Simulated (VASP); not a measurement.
# GaGe (F-43m) in VASP: further runs

The runs below take GaGe through single point, density of states, with PBE+U, PBE.

Program: VASP 6.6.1. These are calculated values, not measurements. Logs are shortened: lines on timing, memory, paths and dates and some standing lists are left out, and cuts for length are marked.

**1. The cell of the first run**

It takes space group F-43m (No. 216, cubic). Conventional cell: a = 5.796 Å, b = 5.796 Å, c = 5.796 Å, α = 90.00°, β = 90.00°, γ = 90.00°. Ga (site symmetry -43m) has 4 Ge at 2.51 Å within 3.3 Å. Ge (site symmetry -43m) has 4 Ga at 2.51 Å within 3.3 Å.

**2. Single point, PBE+U, collinear spin, ferromagnetic start**

INCAR reads:

```
PREC = Accurate ; ENCUT = 520
EDIFF = 1E-6 ; ISMEAR = -5
SIGMA = 0.1 ; LREAL = F
LASPH = T ; NELM = 150
ALGO = Normal ; ISIF = 2
LWAVE = F ; LCHARG = T
ISPIN = 2 ; MAGMOM = 0.19 0.15
LORBIT = 11 ; LDAU = T
LDAUTYPE = 2 ; LDAUL = 2 -1
LDAUU = 6.4 0 ; LDAUJ = 0 0
LDAUPRINT = 1 ; GGA = PE
LELF = T ; LVHAR = T
NBANDS = 24 ; NELECT = 29.0
```

KPOINTS reads:

```
regular mesh
0
Gamma
  3 3 3
```

POSCAR reads:

```
GaGe
1.0
    0.0000000000      2.8978440000      2.8978440000
    2.8978440000      0.0000000000      2.8978440000
    2.8978440000      2.8978440000      0.0000000000
Ga Ge
1 1
Direct
    0.7500000000      0.7500000000      0.7500000000
    0.0000000000      0.0000000000      0.0000000000
```

Potentials or basis: VASP PAW PBE potentials, release 64 (Ga_d, Ge_d).

The run is started by

```
$ cat potpaw_PBE.64/Ga_d/POTCAR potpaw_PBE.64/Ge_d/POTCAR > POTCAR
$ mpirun -np 1 vasp_std > vasp.out
```

OUTCAR:

```text
PREC = Accurate
   ENCUT = 520
   EDIFF = 1E-6
   ISMEAR = -5
   LREAL = F
   LASPH = T
   NELM = 150
   ISIF = 2
   ISPIN = 2
   LORBIT = 11
   GGA = PE
   NELECT = 29.0

 ion  position               nearest neighbor table
   1  0.750  0.750  0.750-   2 2.51   2 2.51   2 2.51   2 2.51
   2  0.000  0.000  0.000-   1 2.51   1 2.51   1 2.51   1 2.51

  LATTYP: Found a face centered cubic cell.
 ALAT       =     5.7956880000

  Lattice vectors:

 A1 = (   0.0000000000,   2.8978440000,   2.8978440000)
 A2 = (   2.8978440000,   0.0000000000,   2.8978440000)
 A3 = (   2.8978440000,   2.8978440000,   0.0000000000)

Analysis of symmetry for initial positions (statically):
=====================================================================
 Subroutine PRICEL returns:
 Original cell was already a primitive cell.

 Routine SETGRP: Setting up the symmetry group for a
 face centered cubic supercell.

 Subroutine GETGRP returns: Found 24 space group operations
 (whereof 24 operations were pure point group operations)
 out of a pool of 48 trial point group operations.

The static configuration has the point symmetry T_d .

Analysis of symmetry for dynamics (positions and initial velocities):
=====================================================================
 Subroutine PRICEL returns:
 Original cell was already a primitive cell.

 Routine SETGRP: Setting up the symmetry group for a
 face centered cubic supercell.

 Subroutine GETGRP returns: Found 24 space group operations
 (whereof 24 operations were pure point group operations)
 out of a pool of 48 trial point group operations.

The dynamic configuration has the point symmetry T_d .

Analysis of structural, dynamic, and magnetic symmetry:
=====================================================================
 Subroutine PRICEL returns:
 Original cell was already a primitive cell.

 Routine SETGRP: Setting up the symmetry group for a
 face centered cubic supercell.

 Subroutine GETGRP returns: Found 24 space group operations
 (whereof 24 operations were pure point group operations)
 out of a pool of 48 trial point group operations.

The overall configuration has the point symmetry T_d .

 Subroutine INISYM returns: Found 24 space group operations
 (whereof 24 operations are pure point group operations),
 and found     1 'primitive' translations

----------------------------------------------------------------------------------------

                                     Primitive cell

  volume of cell :      48.6693

  direct lattice vectors                    reciprocal lattice vectors
     0.000000000  2.897844000  2.897844000    -0.172542069  0.172542069  0.172542069
     2.897844000  0.000000000  2.897844000     0.172542069 -0.172542069  0.172542069
     2.897844000  2.897844000  0.000000000     0.172542069  0.172542069 -0.172542069

  length of vectors
     4.098170286  4.098170286  4.098170286     0.298851630  0.298851630  0.298851630

  position of ions in fractional coordinates (direct lattice)
     0.750000000  0.750000000  0.750000000
     0.000000000  0.000000000  0.000000000

  ion indices of the primitive-cell ions
   primitive index   ion index
                 1           1
                 2           2

----------------------------------------------------------------------------------------

 KPOINTS: regular mesh

Automatic generation of k-mesh.
 Grid dimensions read from file:
 generate k-points for:    3    3    3

 Generating k-lattice:

  Cartesian coordinates                     Fractional coordinates (reciprocal lattice)
    -0.057514023  0.057514023  0.057514023     0.333333333  0.000000000  0.000000000
     0.057514023 -0.057514023  0.057514023     0.000000000  0.333333333  0.000000000
     0.057514023  0.057514023 -0.057514023     0.000000000  0.000000000  0.333333333

  Length of vectors
     0.099617210  0.099617210  0.099617210

  Shift w.r.t. Gamma in fractional coordinates (k-lattice)
     0.000000000  0.000000000  0.000000000

 TETIRR: Found      7 inequivalent tetrahedra from      162

 Subroutine IBZKPT returns following result:
 ===========================================

 Found      4 irreducible k-points:

 Following reciprocal coordinates:
            Coordinates               Weight
  0.000000  0.000000  0.000000      1.000000
  0.333333  0.000000  0.000000      8.000000
  0.333333  0.333333  0.000000      6.000000
 -0.333333  0.333333  0.000000     12.000000
   k-points           NKPTS =      4   k-points in BZ     NKDIM =      4   number of bands    NBANDS=     24
   number of dos      NEDOS =    301   number of ions     NIONS =      2
   total plane-waves  NPLWV =  27000
   dimension x,y,z NGX =    30 NGY =   30 NGZ =   30
   dimension x,y,z NGXF=    60 NGYF=   60 NGZF=   60
   ions per type =               1   1
   NGX,Y,Z   is equivalent  to a cutoff of  12.17, 12.17, 12.17 a.u.
   NGXF,Y,Z  is equivalent  to a cutoff of  24.34, 24.34, 24.34 a.u.
 SYSTEM =  unknown system
   PREC   = accura    normal or accurate (medium, high low for compatibility)
   ISTART =      0    job   : 0-new  1-cont  2-samecut
   ICHARG =      2    charge: 1-file 2-atom 10-const
   ISPIN  =      2    spin polarized calculation?
   LNONCOLLINEAR =      F non collinear calculations
   LSORBIT =      F    spin-orbit coupling
   LASPH  =      T    aspherical Exc in radial PAW
   ENCUT  =  520.0 eV  38.22 Ry    6.18 a.u.   7.62  7.62  7.62*2*pi/ulx,y,z
   NELM   =    150;   NELMIN=  2; NELMDL= -5     # of ELM steps
   EDIFF  = 0.1E-05   stopping-criterion for ELM
   LREAL  =      F    real-space projection
   EDIFFG = 0.1E-04   stopping-criterion for IOM
   NSW    =      0    number of steps for IOM
   IBRION =     -1    ionic relax: 0-MD 1-quasi-New 2-CG
   NFREE  =      0    steps in history (QN), initial steepest desc. (CG)
   ISIF   =      2    stress and relaxation
   ISYM   =      2    0-nonsym 1-usesym 2-fastsym
   POTIM  = 0.5000    time-step for ionic-motion
   TEBEG  =    0.0;   TEEND  =   0.0 temperature during run
   PSTRESS=    0.0 pullay stress
   NELECT =      29.0000    total number of electrons
   NUPDOWN=      -1.0000    fix difference up-down
   EMIN   =  10.00;   EMAX   =-10.00  energy-range for DOS
   EFERMI =   0.00;   METHOD = LEGACY
   ISMEAR =    -5;   SIGMA  =   0.10  broadening in eV -4-tet -1-fermi 0-gaus
   EFERMI_NEDOS =   21; number of points for ismear=-14 and -15
   IALGO  =     38    algorithm
   IMIX   =      4    mixing-type and parameters
     AMIX     =   0.40;   BMIX     =  1.00
     AMIX_MAG =   1.60;   BMIX_MAG =  1.00
  volume/ion in A,a.u.               =      24.33       164.22
  Fermi-wavevector in a.u.,A,eV,Ry     =   1.377598  2.603283 25.820813  1.897776
  Thomas-Fermi vector in A             =   2.502737
   LORBIT       =     11    0 simple, 1 ext, 2 COOP (PROOUT), +10 PAW based schemes
 LDA+U is selected, type is set to LDAUTYPE =  2
   angular momentum for each species LDAUL =     2   -1
   U (eV)           for each species LDAUU =   6.4  0.0
   J (eV)           for each species LDAUJ =   0.0  0.0
   GGA     = PE    functional components
   LHFCALC =     F    Hartree Fock is set to
   AEXX    =    0.0000 exact exchange contribution
   IVDW    =     0    specifies the selected vdW correction
   LEPSILON=     F    determine dielectric tensor
   LRPA    =     F    only Hartree local field effects (RPA)
 spin polarized calculation
 Fermi weights with tetrahedron method with Bloechl corrections
  energy-cutoff  :      520.00
  volume of cell :       48.67
 maximum number of plane-waves:      1363
 NGX is ok and might be reduce to    30
   NGX = 15   NGY = 15   NGZ = 15

 number of electron      28.9999991 magnetization       0.0004532

atom =   1  type =  1  l = 2

 onsite density matrix

spin component  1

  1.0147  0.0000  0.0000 -0.0000  0.0000
  0.0000  1.0147  0.0000 -0.0000  0.0000
  0.0000  0.0000  0.9991  0.0000 -0.0000
 -0.0000 -0.0000  0.0000  1.0147 -0.0000
  0.0000  0.0000 -0.0000 -0.0000  0.9991

spin component  2

  1.0148  0.0000 -0.0000 -0.0000 -0.0000
  0.0000  1.0148  0.0000 -0.0000  0.0000
 -0.0000  0.0000  0.9991  0.0000 -0.0000
 -0.0000 -0.0000  0.0000  1.0148 -0.0000
 -0.0000  0.0000 -0.0000 -0.0000  0.9991

 occupancies and eigenvectors

  o =  0.9991  v =  0.0000  0.0000  1.0000  0.0000  0.0010  0.0000  0.0000  0.0000  0.0000  0.0000      0.0000  0.0000  0.0000  0.0000  0.0000  0.0000  0.0000  0.0000  0.0000  0.0000
  o =  0.9991  v =  0.0000 -0.0000 -0.0010 -0.0000  1.0000  0.0000  0.0000  0.0000  0.0000  0.0000      0.0000  0.0000  0.0000  0.0000  0.0000  0.0000  0.0000  0.0000  0.0000  0.0000
  o =  0.9991  v =  0.0000  0.0000  0.0000  0.0000  0.0000  0.0000 -0.0000  0.0015 -0.0000  1.0000      0.0000  0.0000  0.0000  0.0000  0.0000  0.0000  0.0000  0.0000  0.0000  0.0000
  o =  0.9991  v =  0.0000  0.0000  0.0000  0.0000  0.0000  0.0000  0.0000 -1.0000 -0.0000  0.0015      0.0000  0.0000  0.0000  0.0000  0.0000  0.0000  0.0000  0.0000  0.0000  0.0000
  o =  1.0147  v =  0.0000 -0.9999  0.0000  0.0169 -0.0000  0.0000  0.0000  0.0000  0.0000  0.0000      0.0000  0.0000  0.0000  0.0000  0.0000  0.0000  0.0000  0.0000  0.0000  0.0000
  o =  1.0147  v =  0.0000 -0.0169  0.0000 -0.9999 -0.0000  0.0000  0.0000  0.0000  0.0000  0.0000      0.0000  0.0000  0.0000  0.0000  0.0000  0.0000  0.0000  0.0000  0.0000  0.0000
  o =  1.0147  v =  1.0000  0.0000  0.0000  0.0000  0.0000  0.0000  0.0000  0.0000  0.0000  0.0000      0.0000  0.0000  0.0000  0.0000  0.0000  0.0000  0.0000  0.0000  0.0000  0.0000
  o =  1.0148  v =  0.0000  0.0000  0.0000  0.0000  0.0000  0.0000  0.1263 -0.0000  0.9920  0.0000      0.0000  0.0000  0.0000  0.0000  0.0000  0.0000  0.0000  0.0000  0.0000  0.0000
  o =  1.0148  v =  0.0000  0.0000  0.0000  0.0000  0.0000  0.0000 -0.9920 -0.0000  0.1263 -0.0000      0.0000  0.0000  0.0000  0.0000  0.0000  0.0000  0.0000  0.0000  0.0000  0.0000
  o =  1.0148  v =  0.0000  0.0000  0.0000  0.0000  0.0000  1.0000  0.0000  0.0000  0.0000  0.0000      0.0000  0.0000  0.0000  0.0000  0.0000  0.0000  0.0000  0.0000  0.0000  0.0000

 number of electron      28.9999991 magnetization      -0.0000034

 Free energy of the ion-electron system (eV)
  ---------------------------------------------------
  ext. energy  EPLUGINS =         0.00000000
  ---------------------------------------------------
  free energy    TOTEN  =         2.09900480 eV

  energy without entropy =        2.09900480  energy(sigma->0) =        2.09900480

 E-fermi :   4.9221     XC(G=0): -10.3767

 val. band max:        4.8556270466   @ k =   0.3333   0.0000   0.0000
 cond. band min:       5.1208761237   @ k =   0.0000   0.0000   0.0000
 fundamental gap:      0.2652490771
 Fermi energy:         4.9221068917

 spin component 1

 k-point     1 :       0.0000    0.0000    0.0000
  band No.  band energies     occupation
      1     -20.0270      1.00000
      2     -20.0270      1.00000
      3     -20.0270      1.00000
      4     -20.0096      1.00000
      5     -20.0096      1.00000
      6     -14.0356      1.00000
[... 16 lines left out ...]
     23      13.4708      0.00000
     24      13.4708      0.00000
[... 57 lines left out ...]
      1     -20.0271      1.00000
      2     -20.0240      1.00000
      3     -20.0233      1.00000
      4     -20.0091      1.00000
      5     -20.0065      1.00000
      6     -14.0524      1.00000
[... 16 lines left out ...]
     23      19.2193      0.00000
     24      20.3325      0.00000
 Fermi energy:         4.9221068917

 spin component 2

 k-point     1 :       0.0000    0.0000    0.0000
  band No.  band energies     occupation
      1     -20.0270      1.00000
      2     -20.0270      1.00000
      3     -20.0270      1.00000
      4     -20.0096      1.00000
      5     -20.0096      1.00000
      6     -14.0356      1.00000
[... 16 lines left out ...]
     23      13.4708      0.00000
     24      13.4708      0.00000
[... 58 lines left out ...]
      2     -20.0240      1.00000
      3     -20.0233      1.00000
      4     -20.0091      1.00000
      5     -20.0065      1.00000
      6     -14.0524      1.00000
[... 16 lines left out ...]
     23      19.2193      0.00000
     24      20.3325      0.00000

------------------------ aborting loop because EDIFF is reached ----------------------------------------

  FORCE on cell =-STRESS in cart. coord.  units (eV):
  Direction    XX          YY          ZZ          XY          YZ          ZX
  --------------------------------------------------------------------------------------
  -------------------------------------------------------------------------------------
  Total       17.0521904     17.0521904     17.0521904      0.0000000      0.0000000     -0.0000000
  in kB      561.3526203    561.3526203    561.3526203      0.0000000      0.0000000     -0.0000000
  external PRESSURE =     561.3526203 kB  Pullay stress =       0.0000000 kB

 VOLUME and BASIS-vectors are now :
 -----------------------------------------------------------------------------
  energy-cutoff  :      520.00
  volume of cell :       48.67
      direct lattice vectors                 reciprocal lattice vectors
     0.000000000  2.897844000  2.897844000    -0.172542069  0.172542069  0.172542069
     2.897844000  0.000000000  2.897844000     0.172542069 -0.172542069  0.172542069
     2.897844000  2.897844000  0.000000000     0.172542069  0.172542069 -0.172542069

 POSITION                                       TOTAL-FORCE (eV/Angst)
 -----------------------------------------------------------------------------------
      4.34677      4.34677      4.34677         0.000000     -0.000000     -0.000000
      0.00000      0.00000      0.00000        -0.000000      0.000000      0.000000
 -----------------------------------------------------------------------------------
    total drift:                               -0.000000     -0.000000     -0.000000

  FREE ENERGIE OF THE ION-ELECTRON SYSTEM (eV)
  ---------------------------------------------------
  free  energy   TOTEN  =         2.0990048023 eV

  energy  without entropy=        2.0990048023  energy(sigma->0) =        2.09900480

 total charge

# of ion       s       p       d       tot
------------------------------------------
    1        1.019   1.011  10.072  12.102
    2        1.198   1.535  10.037  12.771
--------------------------------------------------
tot          2.217   2.546  20.110  24.873

 magnetization (x)

# of ion       s       p       d       tot
------------------------------------------
    1        0.000   0.000   0.000   0.000
    2        0.000  -0.000   0.000   0.000
--------------------------------------------------
tot          0.000   0.000   0.000   0.000
```

Run time: 60 s. Hardware: 1 thread of Intel Xeon 8259CL, shared host; peak memory 0.18 GiB.

Results:

```yaml
Free_energy: 2.0990 eV
Net_moment: 0.00 μB per cell
Valence_electrons_inside_the_program's_atomic_spheres: Ga 12.10; Ge 12.77
```

Levels at points of the mesh, in eV from the Fermi level:
Spin up:
| k point | band 10 | band 11 | band 12 | band 13 | band 14 | band 15 | band 16 | band 17 | band 18 | band 19 |
| --- | --- | --- | --- | --- | --- | --- | --- | --- | --- | --- |
| (0.00, 0.00, 0.00) | -18.82 | -12.60 | -0.41 | -0.41 | -0.41 | 0.20 | 1.98 | 1.98 | 1.98 | 4.56 |
Spin down:
| k point | band 10 | band 11 | band 12 | band 13 | band 14 | band 15 | band 16 | band 17 | band 18 | band 19 |
| --- | --- | --- | --- | --- | --- | --- | --- | --- | --- | --- |
| (0.00, 0.00, 0.00) | -18.82 | -12.60 | -0.41 | -0.41 | -0.41 | 0.20 | 1.98 | 1.98 | 1.98 | 4.56 |

Eigenvalues of the final occupation matrices:
```csv
site,spin,trace,eigenvalues
site 1 d,1,5.04,1.00 1.00 1.01 1.01 1.01
site 1 d,2,5.04,1.00 1.00 1.01 1.01 1.01
```

Caveat: the k points lie up to 0.63 Å⁻¹ apart; the cell carries a net charge on a neutralising background, which shifts energy and pressure; the cell is charged against a uniform background, so pressure and absolute levels hang on convention; the U is typed as a test and isn't derived for this compound; tetrahedron occupations give inexact forces and stress in metals. The state reached can hang on the start; a lower one may exist.

[end of part 1 of 2]
